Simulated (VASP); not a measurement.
Set up this calculation in VASP 6.6.1, as the native input.

```yaml
Task: single point
Functional: PBE
Potentials_or_basis: VASP PAW PBE potentials, release 64 (Ag)
Cutoff: 520 eV
k_mesh: 13 × 13 × 13
Occupations: methfessel-paxton, width 0.3 eV
Spin: no spin polarisation
Dipole_correction: no
Further_INCAR_settings: ALGO = Normal; EDIFF = 1e-06; NBANDS = 12
```

The structure of Ag lies in POSCAR:

```
Ag
1.0
    0.0000000000      2.0734381516      2.0734381516
    2.0734381516      0.0000000000      2.0734381516
    2.0734381516      2.0734381516      0.0000000000
Ag
1
Direct
    0.0000000000      0.0000000000      0.0000000000
```

These files were run (other wordings do the same):

INCAR

```
SYSTEM = Ag
PREC = Accurate
ENCUT = 520
EDIFF = 1E-6
ISMEAR = 1
SIGMA = 0.3
LREAL = .False.
LASPH = .True.
NELM = 80
ALGO = Normal
ISIF = 2
LWAVE = .False.
LCHARG = .False.
GGA = PE
NBANDS = 12
```

KPOINTS

```
regular mesh
0
Gamma
  13 13 13
  0 0 0
```

Potentials or basis: VASP PAW PBE potentials, release 64 (Ag).

Command:

```console
$ cat potpaw_PBE.64/Ag/POTCAR > POTCAR
$ mpirun -np 1 vasp_std > vasp.out
```

Results of the run:

```yaml
Pressure: -0.1 GPa
```

Run time: 15 s on 1 thread of Intel Xeon 8259CL (shared host), peak memory 0.15 GiB.
